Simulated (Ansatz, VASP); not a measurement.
## Two plane-wave programs on GaP

```
CELL_PARAMETERS angstrom
6.62705 0.00000 0.00000
0.00000 6.62705 0.00000
0.00000 0.00000 3.73081
ATOMIC_POSITIONS crystal
Ga 0.16968 0.16968 0.50000
Ga 0.33032 0.66968 0.25000
Ga 0.83032 0.83032 0.00000
Ga 0.66968 0.33032 0.75000
P 0.67143 0.67143 0.50000
P 0.32857 0.32857 0.00000
P 0.17143 0.82857 0.75000
P 0.82857 0.17143 0.25000
```

Alike in both runs: task relaxation of cell and atoms; functional PBE; k mesh 4 × 4 × 8; occupations gaussian, width 0.02 eV; no spin polarisation.

```csv
,VASP,Ansatz
version,VASP 6.6.1,Ansatz 0.2.0
potentials or method,"VASP PAW PBE potentials, release 64 (Ga_d, P), cutoff 600 eV","scalar-relativistic, plane waves, PAW"
valence electrons in the cell,72,72
```

```tsv
	VASP	Ansatz	Ansatz less VASP
gap on the k mesh at the Fermi level, each at its own relaxed structure (eV)	0.63	0.64	+0.006
relaxed volume (Å³/atom)	20.53	20.53	+0.006
relaxed length of the cell vector where the two differ most in proportion (Å)	3.735	3.733	-0.0016
```
